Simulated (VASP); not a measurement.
## ZnS: single point with PBE

The system is ZnS.

```
Zn S
1.0
     0.00000    2.92102    2.59646
     2.92102    0.00000    2.59646
     2.92102    2.92102    0.00000
Zn S
1 1
Cartesian
  0.0000 0.0000 0.0000
  4.3815 4.3815 3.8947
```

This cell differs from its parent crystal: strain +0.080 along x and y, -0.040 along z.

```json
{"Program": "VASP 6.6.1", "Task": "single point", "Functional": "PBE", "Potentials or basis": "VASP PAW PBE potentials, release 64 (Zn, S)", "Cutoff": "520 eV", "k mesh": "10 × 10 × 10", "Occupations": "gaussian, width 0.05 eV", "Spin": "no spin polarisation"}
```

```yaml
Pressure: -5.4 GPa
Band_gap_on_the_k_mesh: 1.38 eV, direct
```

Stress tensor (GPa, compression positive):
```
-6.84  0.00  0.00
 0.00 -6.84  0.00
 0.00  0.00 -2.67
```

Levels at points of the mesh, in eV from the valence-band top:
```csv
k point,band 6,band 7,band 8,band 9,band 10,band 11,band 12,band 13
"(0.00, 0.00, 0.00)",-5.77,-0.30,-0.30,0.00,1.38,6.31,6.36,6.36
"(0.50, 0.00, 0.00)",-5.62,-4.71,-1.15,-0.64,2.75,6.36,7.37,8.26
"(0.50, 0.50, 0.00)",-5.51,-3.84,-2.34,-2.34,3.13,3.21,10.75,10.85
"(0.50, 0.00, 0.50)",-5.65,-4.48,-1.88,-1.70,3.64,4.22,9.56,10.34
```

Run time: 2.1 min on 1 thread of Intel Xeon 8259CL (shared host), peak memory 0.22 GiB.

Caveat: the cell differs from its parent crystal (strain +0.080 along x and y, -0.040 along z).
